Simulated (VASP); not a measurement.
# KF (Carobbiite) (I4/mmm) in VASP: further runs

KF (Carobbiite) is run at these levels: PBEsol; tasks: single point.

Everything below comes from runs of VASP 6.6.1. Logs are shortened: lines on timing, memory, paths and dates and some standing lists are left out, and cuts for length are marked.

**1. The cell of the first run**

Symmetry: I4/mmm, No. 139, tetragonal system. Conventional cell: a = 3.716 Å, b = 3.716 Å, c = 5.329 Å, α = 90.00°, β = 90.00°, γ = 90.00°. Within 3.5 Å of K (site symmetry 4/mmm) lie 6 F at 2.63 to 2.66 Å. F (site symmetry 4/mmm) has 6 K at 2.63 to 2.66 Å within 3.5 Å.

**2. Single point, PBEsol (in-plane strain -0.01, then relaxed in part)**

Contents of INCAR:

```
SYSTEM = KF
PREC = Accurate ; ENCUT = 520
EDIFF = 1E-7 ; ISMEAR = 0
SIGMA = 0.01 ; LREAL = .False.
LASPH = .True. ; NELM = 100
ALGO = Normal ; ISIF = 2
LWAVE = .False. ; LCHARG = .False.
GGA = PS ; NBANDS = 15
```

Contents of KPOINTS:

```
regular mesh
0
Gamma
  8 8 8
  0 0 0
```

Contents of POSCAR:

```
KF
1.0
    2.6276455660      2.6276455660      0.0000000000
   -2.6276455660      2.6276455660      0.0000000000
    0.0000000000      2.6276455660      2.6644600713
K F
1 1
Direct
    0.0000000000      0.0000000000      0.0000000000
    0.5000000000      0.5000000000      0.0000000000
```

Potentials or basis: VASP PAW PBE potentials, release 64 (K_sv, F).

On the command line:

```console
$ cat potpaw_PBE.64/K_sv/POTCAR potpaw_PBE.64/F/POTCAR > POTCAR
$ mpirun -np 1 vasp_std > vasp.out
```

OUTCAR:

```text
SYSTEM = KF
   PREC = Accurate
   ENCUT = 520
   EDIFF = 1E-7
   ISMEAR = 0
   LREAL = .False.
   LASPH = .True.
   NELM = 100
   ISIF = 2
   GGA = PS

 ion  position               nearest neighbor table
   1  0.000  0.000  0.000-   2 2.63   2 2.63   2 2.63   2 2.63   2 2.66   2 2.66
   2  0.500  0.500  0.000-   1 2.63   1 2.63   1 2.63   1 2.63   1 2.66   1 2.66

  LATTYP: Found a body centered tetragonal cell.
 ALAT       =     3.7160519965
 C/A-ratio  =     1.4340273353

  Lattice vectors:

 A1 = (   2.6276455660,   0.0000000000,  -2.6644600713)
 A2 = (  -2.6276455660,   0.0000000000,  -2.6644600713)
 A3 = (   0.0000000000,   2.6276455660,   2.6644600713)

Analysis of symmetry for initial positions (statically):
=====================================================================
 Subroutine PRICEL returns:
 Original cell was already a primitive cell.

 Routine SETGRP: Setting up the symmetry group for a
 body centered tetragonal supercell.

 Subroutine GETGRP returns: Found 16 space group operations
 (whereof 16 operations were pure point group operations)
 out of a pool of 16 trial point group operations.

The static configuration has the point symmetry D_4h.

Analysis of symmetry for dynamics (positions and initial velocities):
=====================================================================
 Subroutine PRICEL returns:
 Original cell was already a primitive cell.

 Routine SETGRP: Setting up the symmetry group for a
 body centered tetragonal supercell.

 Subroutine GETGRP returns: Found 16 space group operations
 (whereof 16 operations were pure point group operations)
 out of a pool of 16 trial point group operations.

The dynamic configuration has the point symmetry D_4h.

 Subroutine INISYM returns: Found 16 space group operations
 (whereof 16 operations are pure point group operations),
 and found     1 'primitive' translations

----------------------------------------------------------------------------------------

                                     Primitive cell

  volume of cell :      36.7936

  direct lattice vectors                    reciprocal lattice vectors
     2.627645566  2.627645566  0.000000000     0.190284415  0.190284415 -0.187655280
    -2.627645566  2.627645566  0.000000000    -0.190284415  0.190284415 -0.187655280
     0.000000000  2.627645566  2.664460071     0.000000000  0.000000000  0.375310559

  length of vectors
     3.716051997  3.716051997  3.742174327     0.328071366  0.328071366  0.375310559

  position of ions in fractional coordinates (direct lattice)
     0.000000000  0.000000000  0.000000000
     0.500000000  0.500000000  0.000000000

  ion indices of the primitive-cell ions
   primitive index   ion index
                 1           1
                 2           2

----------------------------------------------------------------------------------------

 KPOINTS: regular mesh

Automatic generation of k-mesh.
 Grid dimensions read from file:
 generate k-points for:    8    8    8

 Generating k-lattice:

  Cartesian coordinates                     Fractional coordinates (reciprocal lattice)
     0.023785552  0.023785552 -0.023456910     0.125000000  0.000000000  0.000000000
    -0.023785552  0.023785552 -0.023456910     0.000000000  0.125000000  0.000000000
     0.000000000  0.000000000  0.046913820     0.000000000  0.000000000  0.125000000

  Length of vectors
     0.041008921  0.041008921  0.046913820

  Shift w.r.t. Gamma in fractional coordinates (k-lattice)
     0.000000000  0.000000000  0.000000000

 Subroutine IBZKPT returns following result:
 ===========================================

 Found     59 irreducible k-points:

 Following reciprocal coordinates:
            Coordinates               Weight
  0.000000  0.000000  0.000000      1.000000
  0.125000  0.000000  0.000000      8.000000
  0.250000  0.000000  0.000000      8.000000
  0.375000  0.000000  0.000000      8.000000
  0.500000  0.000000  0.000000      4.000000
  0.125000  0.125000  0.000000      8.000000
[... 16 lines left out ...]
  0.250000  0.000000  0.125000      4.000000
  0.375000  0.000000  0.125000      8.000000
 [... further k-points ...]
   k-points           NKPTS =     59   k-points in BZ     NKDIM =     59   number of bands    NBANDS=     15
   number of dos      NEDOS =    301   number of ions     NIONS =      2
   total plane-waves  NPLWV =  21952
   dimension x,y,z NGX =    28 NGY =   28 NGZ =   28
   dimension x,y,z NGXF=    56 NGYF=   56 NGZF=   56
   ions per type =               1   1
   NGX,Y,Z   is equivalent  to a cutoff of  12.53, 12.53, 12.44 a.u.
   NGXF,Y,Z  is equivalent  to a cutoff of  25.05, 25.05, 24.88 a.u.
 SYSTEM =  KF
   PREC   = accura    normal or accurate (medium, high low for compatibility)
   ISTART =      0    job   : 0-new  1-cont  2-samecut
   ICHARG =      2    charge: 1-file 2-atom 10-const
   ISPIN  =      1    spin polarized calculation?
   LNONCOLLINEAR =      F non collinear calculations
   LSORBIT =      F    spin-orbit coupling
   LASPH  =      T    aspherical Exc in radial PAW
   ENCUT  =  520.0 eV  38.22 Ry    6.18 a.u.   6.91  6.91  6.96*2*pi/ulx,y,z
   NELM   =    100;   NELMIN=  2; NELMDL= -5     # of ELM steps
   EDIFF  = 0.1E-06   stopping-criterion for ELM
   LREAL  =      F    real-space projection
   EDIFFG = 0.1E-05   stopping-criterion for IOM
   NSW    =      0    number of steps for IOM
   IBRION =     -1    ionic relax: 0-MD 1-quasi-New 2-CG
   NFREE  =      0    steps in history (QN), initial steepest desc. (CG)
   ISIF   =      2    stress and relaxation
   ISYM   =      2    0-nonsym 1-usesym 2-fastsym
   POTIM  = 0.5000    time-step for ionic-motion
   TEBEG  =    0.0;   TEEND  =   0.0 temperature during run
   PSTRESS=    0.0 pullay stress
   NELECT =      16.0000    total number of electrons
   NUPDOWN=      -1.0000    fix difference up-down
   EMIN   =  10.00;   EMAX   =-10.00  energy-range for DOS
   EFERMI =   0.00;   METHOD = LEGACY
   ISMEAR =     0;   SIGMA  =   0.01  broadening in eV -4-tet -1-fermi 0-gaus
   EFERMI_NEDOS =   21; number of points for ismear=-14 and -15
   IALGO  =     38    algorithm
   IMIX   =      4    mixing-type and parameters
     AMIX     =   0.40;   BMIX     =  1.00
     AMIX_MAG =   1.60;   BMIX_MAG =  1.00
  volume/ion in A,a.u.               =      18.40       124.15
  Fermi-wavevector in a.u.,A,eV,Ry     =   1.240292  2.343812 20.930168  1.538324
  Thomas-Fermi vector in A             =   2.374739
   LORBIT       =      0    0 simple, 1 ext, 2 COOP (PROOUT), +10 PAW based schemes
   GGA     = PS    functional components
   LHFCALC =     F    Hartree Fock is set to
   AEXX    =    0.0000 exact exchange contribution
   IVDW    =     0    specifies the selected vdW correction
   LEPSILON=     F    determine dielectric tensor
   LRPA    =     F    only Hartree local field effects (RPA)
 non-spin polarized calculation
 Gauss-broadening in eV      SIGMA  =   0.01
  energy-cutoff  :      520.00
  volume of cell :       36.79
 maximum number of plane-waves:      1004
   NGX = 13   NGY = 13   NGZ = 13

 number of electron      16.0000015 magnetization

 Free energy of the ion-electron system (eV)
  ---------------------------------------------------
  ext. energy  EPLUGINS =         0.00000000
  ---------------------------------------------------
  free energy    TOTEN  =        -8.51726239 eV

  energy without entropy =       -8.51726239  energy(sigma->0) =       -8.51726239

 E-fermi :  -2.6995     XC(G=0):  -8.7845

 val. band max:       -2.8036897964   @ k =   0.0000   0.0000   0.0000
 cond. band min:       3.3998058265   @ k =   0.0000   0.0000   0.0000
 fundamental gap:      6.2034956230
 Fermi energy:        -2.6994914561

 k-point     1 :       0.0000    0.0000    0.0000
  band No.  band energies     occupation
      1     -28.6774      2.00000
      2     -21.3593      2.00000
      3     -11.9613      2.00000
      4     -11.9596      2.00000
      5     -11.9596      2.00000
      6      -2.8274      2.00000
      7      -2.8037      2.00000
      8      -2.8037      2.00000
      9       3.3998      0.00000
     10       7.8600      0.00000
     11       7.9477      0.00000
     12       7.9477      0.00000
     13       9.5754      0.00000
     14       9.7137      0.00000
     15      14.1327      0.00000

 k-point     2 :       0.1250    0.0000    0.0000
  band No.  band energies     occupation
      1     -28.6605      2.00000
      2     -21.3759      2.00000
      3     -12.0053      2.00000
      4     -11.9677      2.00000
      5     -11.9642      2.00000
      6      -2.9647      2.00000
      7      -2.8764      2.00000
      8      -2.8642      2.00000
      9       3.8504      0.00000
     10       7.6523      0.00000
     11       8.1133      0.00000
     12       8.1673      0.00000
     13       9.7343      0.00000
     14       9.8712      0.00000
     15      14.9327      0.00000

 k-point     3 :       0.2500    0.0000    0.0000
  band No.  band energies     occupation
      1     -28.6195      2.00000
      2     -21.4157      2.00000
      3     -12.1130      2.00000
      4     -11.9845      2.00000
      5     -11.9751      2.00000
      6      -3.2853      2.00000
      7      -3.0129      2.00000
      8      -3.0069      2.00000
      9       4.9614      0.00000
     10       7.3039      0.00000
     11       8.6609      0.00000
     12       8.7181      0.00000
     13      10.2265      0.00000
     14      10.3481      0.00000
     15      16.0925      0.00000
[... 343 lines left out ...]
 k-point    23 :       0.2500    0.0000    0.1250
  band No.  band energies     occupation
      1     -28.6352      2.00000
      2     -21.3997      2.00000
      3     -12.0422      2.00000
      4     -12.0349      2.00000
      5     -11.9511      2.00000
      6      -3.1842      2.00000
      7      -2.9925      2.00000
      8      -2.8711      2.00000
      9       4.4920      0.00000
     10       7.2923      0.00000
     11       8.4138      0.00000
     12       8.6144      0.00000
     13      10.0229      0.00000
     14      10.1172      0.00000
     15      15.9351      0.00000

 k-point    24 :       0.3750    0.0000    0.1250
  band No.  band energies     occupation
      1     -28.5945      2.00000
      2     -21.4340      2.00000
      3     -12.1591      2.00000
      4     -12.0723      2.00000
      5     -11.9623      2.00000
      6      -3.4291      2.00000
      7      -3.1265      2.00000
      8      -2.9639      2.00000
      9       5.5883      0.00000
     10       7.0791      0.00000
     11       8.9996      0.00000
     12       9.0462      0.00000
     13      10.5559      0.00000
     14      10.8369      0.00000
     15      15.7086      0.00000

 [... further k-points ...]
[... 5 lines left out ...]
  --------------------------------------------------------------------------------------
  -------------------------------------------------------------------------------------
  Total        0.2058687      0.2058687      0.0105743      0.0000000      0.0000000      0.0000000
  in kB        8.9645432      8.9645432      0.4604556      0.0000000      0.0000000      0.0000000
  external PRESSURE =       6.1298473 kB  Pullay stress =       0.0000000 kB

 VOLUME and BASIS-vectors are now :
 -----------------------------------------------------------------------------
  energy-cutoff  :      520.00
  volume of cell :       36.79
      direct lattice vectors                 reciprocal lattice vectors
     2.627645566  2.627645566  0.000000000     0.190284415  0.190284415 -0.187655280
    -2.627645566  2.627645566  0.000000000    -0.190284415  0.190284415 -0.187655280
     0.000000000  2.627645566  2.664460071     0.000000000  0.000000000  0.375310559

 POSITION                                       TOTAL-FORCE (eV/Angst)
 -----------------------------------------------------------------------------------
      0.00000      0.00000      0.00000         0.000000     -0.000000      0.000000
      0.00000      2.62765      0.00000         0.000000      0.000000      0.000000
 -----------------------------------------------------------------------------------
    total drift:                               -0.000000      0.000000      0.000000

  FREE ENERGIE OF THE ION-ELECTRON SYSTEM (eV)
  ---------------------------------------------------
  free  energy   TOTEN  =        -8.5172623899 eV

  energy  without entropy=       -8.5172623899  energy(sigma->0) =       -8.51726239
```

Run time: 51 s. Hardware: 1 thread of Intel Xeon 8259CL, shared host; peak memory 0.17 GiB.

Results:

```
Free energy            : -8.5173 eV
Pressure               : 0.6 GPa
Band gap on the k mesh : 6.20 eV, direct
```

Stress tensor (GPa, compression positive):
```
0.90 0.00 0.00
0.00 0.90 0.00
0.00 0.00 0.05
```

Caveat: the cell differs from its parent crystal (in-plane strain -0.01, then relaxed in part); the PAW data sets were made with another functional, which shifts forces and pressure a little. A k mesh can miss the band edges.

**3. Single point, PBEsol (in-plane strain -0.01)**

Contents of INCAR:

```
SYSTEM = KF
ALGO = Normal
EDIFF = 1E-7
ENCUT = 520
GGA = PS
ISIF = 2
ISMEAR = 0
LASPH = .True.
LCHARG = .False.
LREAL = .False.
LWAVE = .False.
NBANDS = 15
NELM = 80
PREC = Accurate
SIGMA = 0.01
```

Contents of KPOINTS:

```
k-points
0
Gamma
  8 8 8
  0 0 0
```

Edit POSCAR of step 2 so:

```diff
@@ -4,3 +4,3 @@
    -2.6276455660      2.6276455660      0.0000000000
-    0.0000000000      2.6276455660      2.6644600713
+    0.0000000000      2.6276455660      2.6701125651
 K F
```

Potentials or basis: VASP PAW PBE potentials, release 64 (K_sv, F).

On the command line:

```console
$ cat potpaw_PBE.64/K_sv/POTCAR potpaw_PBE.64/F/POTCAR > POTCAR
$ mpirun -np 1 vasp_std > vasp.out
```

It took 53 s on 1 thread of Intel Xeon 8259CL, shared host; peak memory 0.17 GiB.

Results (log left out):

| Quantity | Value |
| --- | --- |
| Free energy | -8.5173 eV |
| Pressure | 0.5 GPa |
| Band gap on the k mesh | 6.19 eV, direct |

Stress tensor (GPa, compression positive):
```
 0.86  0.00  0.00
 0.00  0.86  0.00
 0.00  0.00 -0.10
```

Levels at points of the mesh, in eV from the valence-band top:
| k point | band 6 | band 7 | band 8 | band 9 | band 10 | band 11 |
| --- | --- | --- | --- | --- | --- | --- |
| (0.00, 0.00, 0.00) | -0.03 | 0.00 | 0.00 | 6.19 | 10.65 | 10.75 |
| (0.50, 0.00, 0.00) | -0.86 | -0.40 | -0.39 | 9.10 | 10.70 | 12.15 |
| (0.50, 0.50, 0.00) | -0.19 | -0.08 | -0.05 | 8.09 | 10.42 | 11.97 |
| (0.00, 0.00, 0.50) | -0.23 | -0.05 | -0.05 | 8.15 | 10.41 | 11.82 |

Caveat: the cell differs from its parent crystal (in-plane strain -0.01); the PAW data sets were made with another functional, which shifts forces and pressure a little. A k mesh can miss the band edges.

**4. Single point, PBEsol (film at in-plane strain -0.01)**

Contents of INCAR:

```
ALGO = Normal
EDIFF = 1E-7
ENCUT = 520
GGA = PS
ISIF = 2
ISMEAR = 0
LASPH = True
LCHARG = False
LREAL = False
LWAVE = False
NBANDS = 15
NELM = 80
PREC = Accurate
SIGMA = 0.01
```

Contents of KPOINTS:

```
k-points
0
Gamma
  8 8 8
```

Edit POSCAR of step 3 so:

```diff
@@ -4,3 +4,3 @@
    -2.6276455660      2.6276455660      0.0000000000
-    0.0000000000      2.6276455660      2.6701125651
+    0.0000000000      2.6276455660      2.6644600713
 K F
```

Potentials or basis: VASP PAW PBE potentials, release 64 (K_sv, F).

On the command line:

```console
$ cat potpaw_PBE.64/K_sv/POTCAR potpaw_PBE.64/F/POTCAR > POTCAR
$ mpirun -np 1 vasp_std > vasp.out
```

OUTCAR:

```text
EDIFF = 1E-7
   ENCUT = 520
   GGA = PS
   ISIF = 2
   ISMEAR = 0
   LASPH = True
   LREAL = False
   NELM = 80
   PREC = Accurate

 ion  position               nearest neighbor table
   1  0.000  0.000  0.000-   2 2.63   2 2.63   2 2.63   2 2.63   2 2.66   2 2.66
   2  0.500  0.500  0.000-   1 2.63   1 2.63   1 2.63   1 2.63   1 2.66   1 2.66

  LATTYP: Found a body centered tetragonal cell.
 ALAT       =     3.7160519965
 C/A-ratio  =     1.4340273353

[... 620 lines left out ...]

------------------------ aborting loop because EDIFF is reached ----------------------------------------

  FORCE on cell =-STRESS in cart. coord.  units (eV):
  Direction    XX          YY          ZZ          XY          YZ          ZX
  --------------------------------------------------------------------------------------
  -------------------------------------------------------------------------------------
  Total        0.2058687      0.2058687      0.0105743      0.0000000      0.0000000      0.0000000
  in kB        8.9645432      8.9645432      0.4604556      0.0000000      0.0000000      0.0000000
  external PRESSURE =       6.1298473 kB  Pullay stress =       0.0000000 kB

 VOLUME and BASIS-vectors are now :
 -----------------------------------------------------------------------------
  energy-cutoff  :      520.00
  volume of cell :       36.79
      direct lattice vectors                 reciprocal lattice vectors
     2.627645566  2.627645566  0.000000000     0.190284415  0.190284415 -0.187655280
    -2.627645566  2.627645566  0.000000000    -0.190284415  0.190284415 -0.187655280
     0.000000000  2.627645566  2.664460071     0.000000000  0.000000000  0.375310559

 POSITION                                       TOTAL-FORCE (eV/Angst)
 -----------------------------------------------------------------------------------
      0.00000      0.00000      0.00000         0.000000     -0.000000      0.000000
      0.00000      2.62765      0.00000         0.000000      0.000000      0.000000
 -----------------------------------------------------------------------------------
    total drift:                               -0.000000      0.000000      0.000000

  FREE ENERGIE OF THE ION-ELECTRON SYSTEM (eV)
  ---------------------------------------------------
  free  energy   TOTEN  =        -8.5172623899 eV

  energy  without entropy=       -8.5172623899  energy(sigma->0) =       -8.51726239
```

OSZICAR:

```text
N       E                     dE             d eps       ncg     rms          rms(c)
DAV:   1     0.108635641883E+03    0.10864E+03   -0.82243E+03  1770   0.103E+03
DAV:   2    -0.528137497235E+01   -0.11392E+03   -0.10491E+03  2319   0.282E+02
DAV:   3    -0.952216441425E+01   -0.42408E+01   -0.42237E+01  2288   0.493E+01
DAV:   4    -0.963361392490E+01   -0.11145E+00   -0.11144E+00  2390   0.758E+00
DAV:   5    -0.963504485243E+01   -0.14309E-02   -0.14309E-02  2341   0.737E-01    0.596E+00
DAV:   6    -0.855600705210E+01    0.10790E+01   -0.29419E+00  1847   0.143E+01    0.429E+00
DAV:   7    -0.852244899192E+01    0.33558E-01   -0.67130E-02  2330   0.224E+00    0.245E+00
DAV:   8    -0.851532891788E+01    0.71201E-02   -0.48639E-02  2015   0.220E+00    0.205E-01
DAV:   9    -0.851670363064E+01   -0.13747E-02   -0.43322E-03  2204   0.553E-01    0.121E-01
DAV:  10    -0.851705961795E+01   -0.35599E-03   -0.36437E-04  1932   0.174E-01    0.756E-02
DAV:  11    -0.851726288976E+01   -0.20327E-03   -0.19135E-04  1847   0.104E-01    0.159E-02
DAV:  12    -0.851726216745E+01    0.72231E-06   -0.11506E-05  2302   0.347E-02    0.497E-03
DAV:  13    -0.851726234275E+01   -0.17530E-06   -0.23074E-06  1959   0.134E-02    0.262E-03
DAV:  14    -0.851726238990E+01   -0.47147E-07   -0.57250E-08  1863   0.241E-03
   1 F= -.85172624E+01 E0= -.85172624E+01  d E =-.154631E-51
```

Run time: 51 s. Hardware: 1 thread of Intel Xeon 8259CL, shared host; peak memory 0.17 GiB.

What came out:

| Quantity | Value |
| --- | --- |
| Free energy | -8.5173 eV |
| Pressure | 0.6 GPa |
| Band gap on the k mesh | 6.20 eV, direct |

Stress tensor (GPa, compression positive):
```
0.90 0.00 0.00
0.00 0.90 0.00
0.00 0.00 0.05
```

Caveat: the cell differs from its parent crystal (film at in-plane strain -0.01); the PAW data sets were made with another functional, which shifts forces and pressure a little.
